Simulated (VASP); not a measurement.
# Mo in VASP: single point with PBE

Aim: the single point of Mo with PBE.

All numbers are computed with VASP 6.6.1; they aren't measurements. Logs are shortened: lines on timing, memory, paths and dates and some standing lists are left out, and cuts for length are marked.

## (1) The cell of the first run

The cell holds a slab with vacuum, 15 atoms: a = 5.699 Å, b = 5.699 Å, c = 26.980 Å, α = 90.00°, β = 90.00°, γ = 120.00°.

## (2) Single point, PBE (atoms taken out, then relaxed in part)

INCAR

```
SYSTEM = Mo
  ALGO = Normal
  DIPOL = 0.5 0.5 0.488
  EDIFF = 1E-6
  ENCUT = 400
  GGA = PE
  GGA_COMPAT = .FALSE.
  IDIPOL = 3
  ISIF = 2
  ISMEAR = 0
  LASPH = .TRUE.
  LCHARG = .FALSE.
  LDIPOL = .TRUE.
  LREAL = .FALSE.
  LWAVE = .FALSE.
  NBANDS = 118
  NELM = 120
  NELMDL = -8
  PREC = Accurate
  SIGMA = 0.1
```

KPOINTS

```
k-points
0
G
  6 6 1
  0 0 0
```

POSCAR

```
Mo
1.0
    5.6992806630     -0.0000000058      0.0000000000
   -2.8496403265      4.9357218403      0.0000000000
    0.0000000000      0.0000000000     26.9801649698
Mo
15
Direct
    0.3333333333      0.1666666667      0.3706426559
    0.3333333333      0.6666666667      0.3706426559
    0.8333333333      0.1666666667      0.3706426559
    0.8333333333      0.6666666667      0.3706426559
    0.1666666667      0.3333333333      0.4568808884
    0.1666666667      0.8333333333      0.4568808884
    0.6666666667      0.3333333333      0.4568808884
    0.6666666667      0.8333333333      0.4568808884
    0.0046255843      0.0023127922      0.5421276754
    0.0000000000      0.5000000000      0.5372870031
    0.4976872078      0.0023127922      0.5421276754
    0.4976872078      0.4953744157      0.5421276754
    0.3383780630      0.6691890315      0.6165647322
    0.8308109685      0.1616219370      0.6165647322
    0.8308109685      0.6691890315      0.6165647322
```

Potentials or basis: VASP PAW PBE potentials, release 64 (Mo_sv).

Started as:

```bash
> cat potpaw_PBE.64/Mo_sv/POTCAR > POTCAR
> mpirun -np 1 vasp_std > vasp.out
```

OUTCAR:

```text
SYSTEM = Mo
   EDIFF = 1E-6
   ENCUT = 400
   GGA = PE
   ISIF = 2
   ISMEAR = 0
   LASPH = .TRUE.
   LREAL = .FALSE.
   NELM = 120
   NELMDL = -8
   PREC = Accurate

 ion  position               nearest neighbor table
   1  0.333  0.167  0.371-   4 2.85   4 2.85   2 2.85   2 2.85   3 2.85   3 2.85   5 2.85   6 2.85
                             7 2.85
   2  0.333  0.667  0.371-   3 2.85   3 2.85   1 2.85   1 2.85   4 2.85   4 2.85   6 2.85   5 2.85
                             8 2.85
   3  0.833  0.167  0.371-   2 2.85   2 2.85   4 2.85   4 2.85   1 2.85   1 2.85   7 2.85   8 2.85
                             5 2.85
   4  0.833  0.667  0.371-   1 2.85   1 2.85   3 2.85   3 2.85   2 2.85   2 2.85   8 2.85   7 2.85
                             6 2.85
   5  0.167  0.333  0.457-  10 2.72   9 2.82  12 2.82   8 2.85   8 2.85   6 2.85   6 2.85   7 2.85
                             7 2.85   1 2.85   2 2.85   3 2.85
   6  0.167  0.833  0.457-  10 2.72  11 2.82   9 2.82   7 2.85   7 2.85   5 2.85   5 2.85   8 2.85
                             8 2.85   2 2.85   1 2.85   4 2.85
   7  0.667  0.333  0.457-  10 2.72  11 2.82  12 2.82   6 2.85   6 2.85   8 2.85   8 2.85   5 2.85
                             5 2.85   3 2.85   4 2.85   1 2.85
   8  0.667  0.833  0.457-  12 2.84   9 2.84  11 2.84   5 2.85   5 2.85   7 2.85   7 2.85   6 2.85
                             6 2.85   4 2.85   3 2.85   2 2.85
   9  0.005  0.002  0.542-  14 2.60  15 2.60  12 2.81  11 2.81   5 2.82   6 2.82   8 2.84  10 2.85
                            10 2.85  12 2.89  11 2.89
  10  0.000  0.500  0.537-  14 2.71  13 2.71  15 2.71   6 2.72   7 2.72   5 2.72   9 2.85  12 2.85
                            11 2.85  11 2.85   9 2.85  12 2.85
  11  0.498  0.002  0.542-  13 2.60  14 2.60  12 2.81   9 2.81   7 2.82   6 2.82   8 2.84  10 2.85
                            10 2.85  12 2.89   9 2.89
  12  0.498  0.495  0.542-  13 2.60  15 2.60   9 2.81  11 2.81   5 2.82   7 2.82   8 2.84  10 2.85
                            10 2.85   9 2.89  11 2.89
  13  0.338  0.669  0.617-  12 2.60  11 2.60  10 2.71  14 2.81  15 2.81  14 2.89  15 2.89
  14  0.831  0.162  0.617-   9 2.60  11 2.60  10 2.71  13 2.81  15 2.81  13 2.89  15 2.89
  15  0.831  0.669  0.617-   9 2.60  12 2.60  10 2.71  14 2.81  13 2.81  14 2.89  13 2.89

  LATTYP: Found a hexagonal cell.
 ALAT       =     5.6992806630
 C/A-ratio  =     4.7339596986

  Lattice vectors:

 A1 = (   5.6992806630,  -0.0000000058,   0.0000000000)
 A2 = (  -2.8496403265,   4.9357218403,   0.0000000000)
 A3 = (   0.0000000000,   0.0000000000,  26.9801649698)

Analysis of symmetry for initial positions (statically):
=====================================================================
 Subroutine PRICEL returns:
 Original cell was already a primitive cell.

 Routine SETGRP: Setting up the symmetry group for a
 hexagonal supercell.

 Subroutine GETGRP returns: Found  6 space group operations
 (whereof  2 operations were pure point group operations)
 out of a pool of 24 trial point group operations.

The static configuration has the point symmetry C_1h.
 The point group associated with its full space group is C_3v.

Analysis of symmetry for dynamics (positions and initial velocities):
=====================================================================
 Subroutine PRICEL returns:
 Original cell was already a primitive cell.

 Routine SETGRP: Setting up the symmetry group for a
 hexagonal supercell.

 Subroutine GETGRP returns: Found  6 space group operations
 (whereof  2 operations were pure point group operations)
 out of a pool of 24 trial point group operations.

The dynamic configuration has the point symmetry C_1h.
 The point group associated with its full space group is C_3v.

 Subroutine INISYM returns: Found  6 space group operations
 (whereof  2 operations are pure point group operations),
 and found     1 'primitive' translations

----------------------------------------------------------------------------------------

                                     Primitive cell

  volume of cell :     758.9538

  direct lattice vectors                    reciprocal lattice vectors
     5.699280663 -0.000000006  0.000000000     0.175460740  0.101302305  0.000000000
    -2.849640326  4.935721840  0.000000000     0.000000000  0.202604610  0.000000000
     0.000000000  0.000000000 26.980164970     0.000000000  0.000000000  0.037064266

  length of vectors
     5.699280663  5.699280663 26.980164970     0.202604610  0.202604610  0.037064266

  position of ions in fractional coordinates (direct lattice)
     0.333333333  0.166666667  0.370642656
     0.333333333  0.666666667  0.370642656
     0.833333333  0.166666667  0.370642656
     0.833333333  0.666666667  0.370642656
     0.166666667  0.333333333  0.456880888
     0.166666667  0.833333333  0.456880888
     0.666666667  0.333333333  0.456880888
     0.666666667  0.833333333  0.456880888
     0.004625584  0.002312792  0.542127675
     0.000000000  0.500000000  0.537287003
     0.497687208  0.002312792  0.542127675
     0.497687208  0.495374416  0.542127675
     0.338378063  0.669189031  0.616564732
     0.830810969  0.161621937  0.616564732
     0.830810969  0.669189031  0.616564732

  ion indices of the primitive-cell ions
   primitive index   ion index
                 1           1
                 2           2
                 3           3
                 4           4
                 5           5
                 6           6
                 7           7
                 8           8
                 9           9
                10          10
                11          11
                12          12
                13          13
                14          14
                15          15

----------------------------------------------------------------------------------------

 KPOINTS: k-points

Automatic generation of k-mesh.
 Grid dimensions read from file:
 generate k-points for:    6    6    1

 Generating k-lattice:

  Cartesian coordinates                     Fractional coordinates (reciprocal lattice)
     0.029243457  0.016883718  0.000000000     0.166666667  0.000000000  0.000000000
     0.000000000  0.033767435  0.000000000     0.000000000  0.166666667  0.000000000
     0.000000000  0.000000000  0.037064266     0.000000000  0.000000000  1.000000000

  Length of vectors
     0.033767435  0.033767435  0.037064266

  Shift w.r.t. Gamma in fractional coordinates (k-lattice)
     0.000000000  0.000000000  0.000000000

 Subroutine IBZKPT returns following result:
 ===========================================

 Found      7 irreducible k-points:

 Following reciprocal coordinates:
            Coordinates               Weight
  0.000000  0.000000  0.000000      1.000000
  0.166667 -0.000000  0.000000      6.000000
  0.333333  0.000000  0.000000      6.000000
  0.500000 -0.000000  0.000000      3.000000
  0.166667  0.166667  0.000000      6.000000
  0.333333  0.166667  0.000000     12.000000
  0.333333  0.333333  0.000000      2.000000
   k-points           NKPTS =      7   k-points in BZ     NKDIM =      7   number of bands    NBANDS=    118
   number of dos      NEDOS =    301   number of ions     NIONS =     15
   total plane-waves  NPLWV = 288000
   dimension x,y,z NGX =    40 NGY =   40 NGZ =  180
   dimension x,y,z NGXF=    80 NGYF=   80 NGZF=  360
   ions per type =              15
   NGX,Y,Z   is equivalent  to a cutoff of  11.67, 11.67, 11.09 a.u.
   NGXF,Y,Z  is equivalent  to a cutoff of  23.34, 23.34, 22.18 a.u.
 SYSTEM =  Mo
   PREC   = accura    normal or accurate (medium, high low for compatibility)
   ISTART =      0    job   : 0-new  1-cont  2-samecut
   ICHARG =      2    charge: 1-file 2-atom 10-const
   ISPIN  =      1    spin polarized calculation?
   LNONCOLLINEAR =      F non collinear calculations
   LSORBIT =      F    spin-orbit coupling
   LASPH  =      T    aspherical Exc in radial PAW
   ENCUT  =  400.0 eV  29.40 Ry    5.42 a.u.   9.29  9.29 44.00*2*pi/ulx,y,z
   NELM   =    120;   NELMIN=  2; NELMDL= -8     # of ELM steps
   EDIFF  = 0.1E-05   stopping-criterion for ELM
   LREAL  =      F    real-space projection
   EDIFFG = 0.1E-04   stopping-criterion for IOM
   NSW    =      0    number of steps for IOM
   IBRION =     -1    ionic relax: 0-MD 1-quasi-New 2-CG
   NFREE  =      0    steps in history (QN), initial steepest desc. (CG)
   ISIF   =      2    stress and relaxation
   ISYM   =      2    0-nonsym 1-usesym 2-fastsym
   POTIM  = 0.5000    time-step for ionic-motion
   TEBEG  =    0.0;   TEEND  =   0.0 temperature during run
   PSTRESS=    0.0 pullay stress
   NELECT =     210.0000    total number of electrons
   NUPDOWN=      -1.0000    fix difference up-down
   EMIN   =  10.00;   EMAX   =-10.00  energy-range for DOS
   EFERMI =   0.00;   METHOD = LEGACY
   ISMEAR =     0;   SIGMA  =   0.10  broadening in eV -4-tet -1-fermi 0-gaus
   EFERMI_NEDOS =   21; number of points for ismear=-14 and -15
   IALGO  =     38    algorithm
   IMIX   =      4    mixing-type and parameters
     AMIX     =   0.40;   BMIX     =  1.00
     AMIX_MAG =   1.60;   BMIX_MAG =  1.00
  volume/ion in A,a.u.               =      50.60       341.44
  Fermi-wavevector in a.u.,A,eV,Ry     =   1.066783  2.015928 15.483788  1.138026
  Thomas-Fermi vector in A             =   2.202379
   LORBIT       =      0    0 simple, 1 ext, 2 COOP (PROOUT), +10 PAW based schemes
   GGA     = PE    functional components
   LHFCALC =     F    Hartree Fock is set to
   AEXX    =    0.0000 exact exchange contribution
   IVDW    =     0    specifies the selected vdW correction
   LEPSILON=     F    determine dielectric tensor
   LRPA    =     F    only Hartree local field effects (RPA)
 non-spin polarized calculation
 Gauss-broadening in eV      SIGMA  =   0.10
  energy-cutoff  :      400.00
  volume of cell :      758.95
 maximum number of plane-waves:     13803
 NGX is ok and might be reduce to    40
   NGX = 19   NGY = 19   NGZ = 87

 dipolmoment           0.000000      0.000000      0.037461 electrons x Angstroem

 number of electron     209.9999999 magnetization

 dipolmoment           0.000000      0.000000     -0.089262 electrons x Angstroem

 Free energy of the ion-electron system (eV)
  ---------------------------------------------------
  ext. energy  EPLUGINS =         0.00000000
  ---------------------------------------------------
  free energy    TOTEN  =      -148.10574371 eV

  energy without entropy =     -147.98864100  energy(sigma->0) =     -148.04719235

 E-fermi :   0.8226     XC(G=0):  -5.0238

 val. band max:        0.8146891354   @ k =   0.3333   0.3333   0.0000
 cond. band min:       0.8236787039   @ k =   0.1667  -0.0000   0.0000
 fundamental gap:      0.0089895685
 Fermi energy:         0.8226466854

 k-point     1 :       0.0000    0.0000    0.0000
  band No.  band energies     occupation
      1     -59.9686      2.00000
      2     -59.9107      2.00000
      3     -59.8252      2.00000
      4     -59.7661      2.00000
      5     -59.7643      2.00000
      6     -59.7643      2.00000
[... 109 lines left out ...]
    116       2.6709      0.00000
    117       2.6709      0.00000
[... 718 lines left out ...]
    116       2.0702      0.00000
    117       2.1134      0.00000
 [bands above 117 left out]

------------------------ aborting loop because EDIFF is reached ----------------------------------------

 vacuum level on the upper side and lower side of the slab       (xc-potential included)        -0.418         0.222

  FORCE on cell =-STRESS in cart. coord.  units (eV):
  Direction    XX          YY          ZZ          XY          YZ          ZX
  --------------------------------------------------------------------------------------
  -------------------------------------------------------------------------------------
  Total      -15.8721756    -15.8721756     -3.3652073      0.0000000      0.0000000     -0.0000000
  in kB      -33.5067049    -33.5067049     -7.1040675      0.0000000      0.0000000     -0.0000000
  external PRESSURE =     -24.7058258 kB  Pullay stress =       0.0000000 kB

 VOLUME and BASIS-vectors are now :
 -----------------------------------------------------------------------------
  energy-cutoff  :      400.00
  volume of cell :      758.95
      direct lattice vectors                 reciprocal lattice vectors
     5.699280663 -0.000000006  0.000000000     0.175460740  0.101302305  0.000000000
    -2.849640326  4.935721840  0.000000000     0.000000000  0.202604610  0.000000000
     0.000000000  0.000000000 26.980164970     0.000000000  0.000000000  0.037064266

 POSITION                                       TOTAL-FORCE (eV/Angst)
 -----------------------------------------------------------------------------------
      1.42482      0.82262     10.00000        -0.000000      0.000000      0.353816
      0.00000      3.29048     10.00000        -0.012305     -0.007104      0.209663
      4.27446      0.82262     10.00000         0.000000      0.014209      0.209663
      2.84964      3.29048     10.00000         0.012305     -0.007104      0.209663
      0.00000      1.64524     12.32672         0.157043     -0.090669     -0.381591
     -1.42482      4.11310     12.32672         0.000000      0.181338     -0.381591
      2.84964      1.64524     12.32672        -0.157043     -0.090669     -0.381591
      1.42482      4.11310     12.32672        -0.000000      0.000000      0.036516
      0.01977      0.01142     14.62669        -0.003710     -0.002142      0.026568
     -1.42482      2.46786     14.49609        -0.000000      0.000000     -0.036206
      2.82987      0.01142     14.62669         0.003710     -0.002142      0.026568
      1.42482      2.44503     14.62669         0.000000      0.004284      0.026568
      0.02156      3.30293     16.63502        -0.033904     -0.019574      0.027319
      4.27446      0.79772     16.63502         0.000000      0.039148      0.027319
      2.82808      3.30293     16.63502         0.033904     -0.019574      0.027319
 -----------------------------------------------------------------------------------
    total drift:                               -0.000006      0.000004     -0.001353

  FREE ENERGIE OF THE ION-ELECTRON SYSTEM (eV)
  ---------------------------------------------------
  free  energy   TOTEN  =      -148.1057437065 eV

  energy  without entropy=     -147.9886409999  energy(sigma->0) =     -148.04719235

 vacuum level on the upper side and lower side of the slab         4.785         5.387
```

Wall time 50 min (1 thread of Intel Xeon 8259CL, shared host); peak memory 0.73 GiB.

Results:

* Free energy: -148.1057 eV
* Largest force: 0.422 eV/Å
* Band gap on the k mesh: zero (bands 105 and 106 overlap by 0.55 eV)

Forces on the atoms (eV/Å):
```
Mo   0.000  0.000  0.354
Mo  -0.012 -0.007  0.210
Mo   0.000  0.014  0.210
Mo   0.012 -0.007  0.210
Mo   0.157 -0.091 -0.382
Mo   0.000  0.181 -0.382
Mo  -0.157 -0.091 -0.382
Mo   0.000  0.000  0.037
Mo  -0.004 -0.002  0.027
Mo   0.000  0.000 -0.036
Mo   0.004 -0.002  0.027
Mo   0.000  0.004  0.027
Mo  -0.034 -0.020  0.027
Mo   0.000  0.039  0.027
Mo   0.034 -0.020  0.027
```

Levels at points of the mesh, in eV from the Fermi level:
```tsv
k point	band 102	band 103	band 104	band 105	band 106	band 107
(0.00, 0.00, 0.00)	-0.09	0.20	0.24	0.28	0.28	0.52
(0.50, 0.00, 0.00)	-0.53	-0.42	-0.39	-0.35	-0.27	-0.04
```

Caveat: the cell differs from its parent crystal (atoms taken out, then relaxed in part).
